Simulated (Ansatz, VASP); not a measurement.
# Ir in VASP and in Ansatz

File INCAR:

```
PREC = Accurate ; ENCUT = 500
EDIFF = 1E-6 ; ISMEAR = 0
SIGMA = 0.15 ; LREAL = F
LASPH = T ; NELM = 120
ALGO = Normal ; ISIF = 2
LWAVE = F ; LCHARG = F
GGA = PS ; NBANDS = 24
GGA_COMPAT = F
```

File KPOINTS:

```
regular mesh
0
Gamma
  18 18 12
```

File POSCAR:

```
Ir
1.0
    2.6688365577      0.0000000000      0.0000000000
   -1.3344182789      2.3112802576      0.0000000000
    0.0000000000      0.0000000000      4.5961587000
Ir
2
Direct
    0.6666666667      0.3333333333      0.7500000000
    0.3333333333      0.6666666667      0.2500000000
```

Input for Ansatz:

```yaml
crystal:
  lattice:
    - [2.6688365577, 0.0, 0.0]
    - [-1.3344182789, 2.3112802576, 0.0]
    - [0.0, 0.0, 4.5961587]
  atoms:
    - { symbol: Ir, position: [0.6666666667, 0.3333333333, 0.75] }
    - { symbol: Ir, position: [0.3333333333, 0.6666666667, 0.25] }
basis:
  ecutwfc: 420
kpoints:
  mp_grid: { grid: [18, 18, 12] }
hamiltonian:
  xc: pbesol
scf:
  occupations: { method: gaussian, width: 0.15 }
output:
  forces: true
  stress: true
  eigenvalues: true
```

Change from the starting cell: strain -0.030 along x and y, +0.030 along z, atoms carried along.

Alike in both runs: task single point; functional PBEsol; k mesh 18 × 18 × 12; occupations gaussian, width 0.15 eV; no spin polarisation.

```csv
,VASP,Ansatz
version,VASP 6.6.1,Ansatz 0.2.0
potentials or method,"VASP PAW PBE potentials, release 64 (Ir_sv_GW), cutoff 500 eV","scalar-relativistic, plane waves, PAW"
valence electrons in the cell,34,34
```

VASP gave:

| Property | Result |
| --- | --- |
| gap on the k mesh at the Fermi level (eV) | none |
| pressure (GPa) | -3.4 |
| traceless stress, the component that is largest in VASP (GPa) | -15.44 |

Which values does Ansatz return?

gap on the k mesh at the Fermi level (eV): none; pressure (GPa): -0.3; traceless stress, the component that is largest in VASP (GPa): -15.45.

VASP's potentials were made for PBE, not for PBEsol. A gap of «none» marks a metal or a gap that the smearing closes. The functional is the same, so the differences come from potentials, cutoffs and numerics.

Spin-orbit coupling is off throughout.
